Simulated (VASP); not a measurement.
# Ca: single point with PBE

Ca:

```
Ca
1.0
     1.97128   -3.39549    0.00000
     1.97128    3.39549    0.00000
     0.00000    0.00000    6.50911
Ca
2
Cartesian
  1.9713 -2.2790 1.6273
  1.9713 2.2790 4.8818
```

| Quantity | Value |
| --- | --- |
| Program | VASP 6.6.1 |
| Task | single point |
| Functional | PBE |
| Potentials or basis | VASP PAW PBE potentials, release 64 (Ca_sv) |
| Cutoff | 520 eV |
| k mesh | 16 × 16 × 8 |
| Occupations | gaussian, width 0.15 eV |
| Spin | no spin polarisation |

```json
{
 "Pressure": "-0.4 GPa",
 "Largest force": "0.016 eV/Å",
 "Band gap on the k mesh": "zero (band 10 reaches 2.16 eV, above the bottom of band 11 at 1.60 eV)"
}
```

Forces on the atoms (eV/Å):
```
Ca   0.000  0.016  0.000
Ca   0.000 -0.016  0.000
```

Stress tensor (GPa, compression positive):
```
-0.49  0.00  0.00
 0.00 -0.27  0.00
 0.00  0.00 -0.56
```

Levels at points of the mesh, in eV from the Fermi level:
| k point | band 6 | band 7 | band 8 | band 9 | band 10 | band 11 | band 12 | band 13 | band 14 | band 15 |
| --- | --- | --- | --- | --- | --- | --- | --- | --- | --- | --- |
| (0.00, 0.00, 0.00) | -23.06 | -23.06 | -23.05 | -4.03 | -1.08 | -0.29 | 2.17 | 2.22 | 2.25 | 2.49 |
| (0.50, 0.00, 0.00) | -23.11 | -23.08 | -23.08 | -1.13 | -0.71 | 0.20 | 0.37 | 1.32 | 1.83 | 2.19 |
| (0.50, 0.50, 0.00) | -23.11 | -23.08 | -23.08 | -1.09 | -0.70 | 0.23 | 0.38 | 1.28 | 1.81 | 2.17 |
| (0.00, 0.00, 0.50) | -23.07 | -23.07 | -23.07 | -3.05 | -3.05 | 1.32 | 1.32 | 2.21 | 2.21 | 2.26 |
| (0.50, 0.00, 0.50) | -23.09 | -23.09 | -23.09 | -0.69 | -0.69 | 0.05 | 0.05 | 1.41 | 1.41 | 2.82 |
| (0.50, 0.50, 0.50) | -23.09 | -23.09 | -23.09 | -0.68 | -0.68 | 0.09 | 0.09 | 1.39 | 1.39 | 2.80 |

Run time: 5.9 min on 1 thread of AMD EPYC 9R45 (Zen 5) (shared host), peak memory 0.51 GiB.
